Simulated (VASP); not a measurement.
# Ti in VASP: notebook

Ti is run at these levels: LDA; tasks: single point.

All numbers are computed with VASP 6.6.1; they aren't measurements. Logs are shortened: lines on timing, memory, paths and dates and some standing lists are left out, and cuts for length are marked.

### 1 The cell of the first run

Symmetry: Fm-3m, No. 225, cubic system. The conventional cell has a = 3.891 Å, b = 3.891 Å, c = 3.891 Å, α = 90.00°, β = 90.00°, γ = 90.00°. Ti (site symmetry m-3m) has 12 Ti at 2.75 Å within 3.6 Å.

This isn't the form of Ti at room conditions, which is hcp.

### 2 Single point, LDA (14.73 Å³/atom)

Input file INCAR:

```
ALGO = Normal
EDIFF = 1E-7
ENCUT = 520
GGA = CA
ISIF = 2
ISMEAR = 0
LASPH = T
LCHARG = F
LREAL = F
LWAVE = F
NBANDS = 12
NELM = 80
PREC = Accurate
SIGMA = 0.15
```

Input file KPOINTS:

```
k-points
0
Gamma
  22 22 22
```

Input file POSCAR:

```
Ti
1.0
    0.0000000000      1.9457060898      1.9457060898
    1.9457060898      0.0000000000      1.9457060898
    1.9457060898      1.9457060898      0.0000000000
Ti
1
Direct
    0.0000000000      0.0000000000      0.0000000000
```

Potentials or basis: VASP PAW LDA potentials, release 64 (Ti_sv).

Launch:

```sh
> cat potpaw_LDA.64/Ti_sv/POTCAR > POTCAR
> mpirun -np 1 vasp_std > vasp.out
```

OUTCAR:

```text
EDIFF = 1E-7
   ENCUT = 520
   GGA = CA
   ISIF = 2
   ISMEAR = 0
   LASPH = T
   LREAL = F
   NELM = 80
   PREC = Accurate

 ion  position               nearest neighbor table
   1  0.000  0.000  0.000-

  LATTYP: Found a face centered cubic cell.
 ALAT       =     3.8914121796

  Lattice vectors:

 A1 = (   0.0000000000,   1.9457060898,   1.9457060898)
 A2 = (   1.9457060898,   0.0000000000,   1.9457060898)
 A3 = (   1.9457060898,   1.9457060898,   0.0000000000)

Analysis of symmetry for initial positions (statically):
=====================================================================
 Subroutine PRICEL returns:
 Original cell was already a primitive cell.

 Routine SETGRP: Setting up the symmetry group for a
 face centered cubic supercell.

 Subroutine GETGRP returns: Found 48 space group operations
 (whereof 48 operations were pure point group operations)
 out of a pool of 48 trial point group operations.

The static configuration has the point symmetry O_h .

Analysis of symmetry for dynamics (positions and initial velocities):
=====================================================================
 Subroutine PRICEL returns:
 Original cell was already a primitive cell.

 Routine SETGRP: Setting up the symmetry group for a
 face centered cubic supercell.

 Subroutine GETGRP returns: Found 48 space group operations
 (whereof 48 operations were pure point group operations)
 out of a pool of 48 trial point group operations.

The dynamic configuration has the point symmetry O_h .

 Subroutine INISYM returns: Found 48 space group operations
 (whereof 48 operations are pure point group operations),
 and found     1 'primitive' translations

----------------------------------------------------------------------------------------

                                     Primitive cell

  volume of cell :      14.7320

  direct lattice vectors                    reciprocal lattice vectors
     0.000000000  1.945706090  1.945706090    -0.256976119  0.256976119  0.256976119
     1.945706090  0.000000000  1.945706090     0.256976119 -0.256976119  0.256976119
     1.945706090  1.945706090  0.000000000     0.256976119  0.256976119 -0.256976119

  length of vectors
     2.751643941  2.751643941  2.751643941     0.445095695  0.445095695  0.445095695

  position of ions in fractional coordinates (direct lattice)
     0.000000000  0.000000000  0.000000000

  ion indices of the primitive-cell ions
   primitive index   ion index
                 1           1

----------------------------------------------------------------------------------------

 KPOINTS: k-points

Automatic generation of k-mesh.
 Grid dimensions read from file:
 generate k-points for:   22   22   22

 Generating k-lattice:

  Cartesian coordinates                     Fractional coordinates (reciprocal lattice)
    -0.011680733  0.011680733  0.011680733     0.045454545  0.000000000  0.000000000
     0.011680733 -0.011680733  0.011680733     0.000000000  0.045454545  0.000000000
     0.011680733  0.011680733 -0.011680733     0.000000000  0.000000000  0.045454545

  Length of vectors
     0.020231622  0.020231622  0.020231622

  Shift w.r.t. Gamma in fractional coordinates (k-lattice)
     0.000000000  0.000000000  0.000000000

 Subroutine IBZKPT returns following result:
 ===========================================

 Found    328 irreducible k-points:

 Following reciprocal coordinates:
            Coordinates               Weight
  0.000000  0.000000  0.000000      1.000000
  0.045455  0.000000  0.000000      8.000000
  0.090909  0.000000  0.000000      8.000000
  0.136364  0.000000  0.000000      8.000000
  0.181818  0.000000  0.000000      8.000000
  0.227273  0.000000  0.000000      8.000000
[... 16 lines left out ...]
  0.500000  0.045455  0.000000     24.000000
 -0.454545  0.045455  0.000000     24.000000
 [... further k-points ...]
   k-points           NKPTS =    328   k-points in BZ     NKDIM =    328   number of bands    NBANDS=     12
   number of dos      NEDOS =    301   number of ions     NIONS =      1
   total plane-waves  NPLWV =   8000
   dimension x,y,z NGX =    20 NGY =   20 NGZ =   20
   dimension x,y,z NGXF=    40 NGYF=   40 NGZF=   40
   ions per type =               1
   NGX,Y,Z   is equivalent  to a cutoff of  12.08, 12.08, 12.08 a.u.
   NGXF,Y,Z  is equivalent  to a cutoff of  24.17, 24.17, 24.17 a.u.
 SYSTEM =  unknown system
   PREC   = accura    normal or accurate (medium, high low for compatibility)
   ISTART =      0    job   : 0-new  1-cont  2-samecut
   ICHARG =      2    charge: 1-file 2-atom 10-const
   ISPIN  =      1    spin polarized calculation?
   LNONCOLLINEAR =      F non collinear calculations
   LSORBIT =      F    spin-orbit coupling
   LASPH  =      T    aspherical Exc in radial PAW
   ENCUT  =  520.0 eV  38.22 Ry    6.18 a.u.   5.12  5.12  5.12*2*pi/ulx,y,z
   NELM   =     80;   NELMIN=  2; NELMDL= -5     # of ELM steps
   EDIFF  = 0.1E-06   stopping-criterion for ELM
   LREAL  =      F    real-space projection
   EDIFFG = 0.1E-05   stopping-criterion for IOM
   NSW    =      0    number of steps for IOM
   IBRION =     -1    ionic relax: 0-MD 1-quasi-New 2-CG
   NFREE  =      0    steps in history (QN), initial steepest desc. (CG)
   ISIF   =      2    stress and relaxation
   ISYM   =      2    0-nonsym 1-usesym 2-fastsym
   POTIM  = 0.5000    time-step for ionic-motion
   TEBEG  =    0.0;   TEEND  =   0.0 temperature during run
   PSTRESS=    0.0 pullay stress
   NELECT =      12.0000    total number of electrons
   NUPDOWN=      -1.0000    fix difference up-down
   EMIN   =  10.00;   EMAX   =-10.00  energy-range for DOS
   EFERMI =   0.00;   METHOD = LEGACY
   ISMEAR =     0;   SIGMA  =   0.15  broadening in eV -4-tet -1-fermi 0-gaus
   EFERMI_NEDOS =   21; number of points for ismear=-14 and -15
   IALGO  =     38    algorithm
   IMIX   =      4    mixing-type and parameters
     AMIX     =   0.40;   BMIX     =  1.00
     AMIX_MAG =   1.60;   BMIX_MAG =  1.00
  volume/ion in A,a.u.               =      14.73        99.42
  Fermi-wavevector in a.u.,A,eV,Ry     =   1.528908  2.889217 31.804429  2.337560
  Thomas-Fermi vector in A             =   2.636602
   LORBIT       =      0    0 simple, 1 ext, 2 COOP (PROOUT), +10 PAW based schemes
   GGA     = CA    functional components
   LHFCALC =     F    Hartree Fock is set to
   AEXX    =    0.0000 exact exchange contribution
   IVDW    =     0    specifies the selected vdW correction
   LEPSILON=     F    determine dielectric tensor
   LRPA    =     F    only Hartree local field effects (RPA)
 non-spin polarized calculation
 Gauss-broadening in eV      SIGMA  =   0.15
  energy-cutoff  :      520.00
  volume of cell :       14.73
 maximum number of plane-waves:       411
   NGX = 11   NGY = 11   NGZ = 11

 number of electron      12.0000002 magnetization

 Free energy of the ion-electron system (eV)
  ---------------------------------------------------
  ext. energy  EPLUGINS =         0.00000000
  ---------------------------------------------------
  free energy    TOTEN  =        -8.46467003 eV

  energy without entropy =       -8.44834881  energy(sigma->0) =       -8.45650942

 E-fermi :   9.8576     XC(G=0): -12.5942

 val. band max:        9.8572273824   @ k =  -0.1818   0.0909   0.0000
 cond. band min:       9.8604079836   @ k =  -0.4091   0.1364   0.0455
 fundamental gap:      0.0031806012
 Fermi energy:         9.8575557073

 k-point     1 :       0.0000    0.0000    0.0000
  band No.  band energies     occupation
      1     -45.9383      2.00000
      2     -21.9057      2.00000
      3     -21.9057      2.00000
      4     -21.9057      2.00000
      5       3.5044      2.00000
      6      10.7767      0.00000
      7      10.7767      0.00000
      8      10.7767      0.00000
      9      12.7923      0.00000
     10      12.7923      0.00000
     11      26.1083      0.00000
     12      31.3400      0.00000

 k-point     2 :       0.0455    0.0000    0.0000
  band No.  band energies     occupation
      1     -45.9334      2.00000
      2     -21.9305      2.00000
      3     -21.9087      2.00000
      4     -21.9087      2.00000
      5       3.5836      2.00000
      6      10.7246      0.00000
      7      10.8075      0.00000
      8      10.8075      0.00000
      9      12.7707      0.00000
     10      12.7707      0.00000
     11      26.2009      0.00000
     12      30.7386      0.00000

 k-point     3 :       0.0909    0.0000    0.0000
  band No.  band energies     occupation
      1     -45.9190      2.00000
      2     -22.0026      2.00000
      3     -21.9173      2.00000
      4     -21.9173      2.00000
      5       3.8164      2.00000
      6      10.5794      0.00000
      7      10.8917      0.00000
      8      10.8917      0.00000
      9      12.7162      0.00000
     10      12.7162      0.00000
     11      26.4438      0.00000
     12      29.5130      0.00000
[... 286 lines left out ...]
 k-point    23 :       0.5000    0.0455    0.0000
  band No.  band energies     occupation
      1     -45.6883      2.00000
      2     -23.0575      2.00000
      3     -22.0640      2.00000
      4     -22.0543      2.00000
      5       6.9283      2.00000
      6      10.4573      0.00000
      7      10.6584      0.00000
      8      11.0575      0.00000
      9      14.1763      0.00000
     10      14.3057      0.00000
     11      19.9297      0.00000
     12      25.4439      0.00000

 k-point    24 :      -0.4545    0.0455    0.0000
  band No.  band energies     occupation
      1     -45.6900      2.00000
      2     -23.0501      2.00000
      3     -22.0673      2.00000
      4     -22.0491      2.00000
      5       6.9228      2.00000
      6      10.4716      0.00000
      7      10.6586      0.00000
      8      11.0129      0.00000
      9      14.0872      0.00000
     10      14.3428      0.00000
     11      20.0149      0.00000
     12      25.4702      0.00000

 [... further k-points ...]

------------------------ aborting loop because EDIFF is reached ----------------------------------------

  FORCE on cell =-STRESS in cart. coord.  units (eV):
  Direction    XX          YY          ZZ          XY          YZ          ZX
  --------------------------------------------------------------------------------------
  -------------------------------------------------------------------------------------
  Total        1.0582755      1.0582755      1.0582755     -0.0000000      0.0000000      0.0000000
  in kB      115.0926553    115.0926553    115.0926553     -0.0000000      0.0000000      0.0000000
  external PRESSURE =     115.0926553 kB  Pullay stress =       0.0000000 kB

 VOLUME and BASIS-vectors are now :
 -----------------------------------------------------------------------------
  energy-cutoff  :      520.00
  volume of cell :       14.73
      direct lattice vectors                 reciprocal lattice vectors
     0.000000000  1.945706090  1.945706090    -0.256976119  0.256976119  0.256976119
     1.945706090  0.000000000  1.945706090     0.256976119 -0.256976119  0.256976119
     1.945706090  1.945706090  0.000000000     0.256976119  0.256976119 -0.256976119

 POSITION                                       TOTAL-FORCE (eV/Angst)
 -----------------------------------------------------------------------------------
      0.00000      0.00000      0.00000         0.000000     -0.000000      0.000000
 -----------------------------------------------------------------------------------
    total drift:                                0.000000      0.000000      0.000000

  FREE ENERGIE OF THE ION-ELECTRON SYSTEM (eV)
  ---------------------------------------------------
  free  energy   TOTEN  =        -8.4646700273 eV

  energy  without entropy=       -8.4483488085  energy(sigma->0) =       -8.45650942
```

Run time: 58 s. Hardware: 1 thread of Intel Xeon 8259CL, shared host; peak memory 0.16 GiB.

Results:

| Quantity | Value |
| --- | --- |
| Free energy | -8.4647 eV |
| Pressure | 11.5 GPa |
| Band gap on the k mesh | zero (bands 6 and 7 overlap by 1.53 eV) |

Caveat: the cell stands under pressure.

[end of part 1 of 2]
